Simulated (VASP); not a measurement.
Here is a VASP 6.6.1 calculation.

INCAR

```
  ALGO = Normal
  EDIFF = 1E-7
  EDIFFG = -0.01
  ENCUT = 600
  GGA = PE
  IBRION = 2
  ISIF = 4
  ISMEAR = 0
  LASPH = True
  LCHARG = False
  LREAL = False
  LWAVE = False
  NELM = 60
  NSW = 50
  PREC = Accurate
  SIGMA = 0.1
```

File KPOINTS:

```
k-points
0
Gamma
  21 21 12
```

Contents of POSCAR:

```
Be
1.0
    2.3081182701      0.0000000000      0.0000000000
   -1.1540591351      1.9988890568      0.0000000000
    0.0000000000      0.0000000000      3.6334086331
Be
2
Direct
    0.3333333333      0.6666666667      0.2500000000
    0.6666666667      0.3333333333      0.7500000000
```

Potentials or basis: VASP PAW PBE potentials, release 64 (Be).

Run with:

```console
$ cat potpaw_PBE.64/Be/POTCAR > POTCAR
$ mpirun -np 1 vasp_std > vasp.out
```

Q: What does it give for the band gap on the k mesh?

A: Zero (band 2 reaches 7.53 eV, above the bottom of band 3 at 5.50 eV).

Stress tensor (GPa, compression positive):
```
-6.33  0.00  0.00
 0.00 -6.33  0.00
 0.00  0.00 -6.44
```
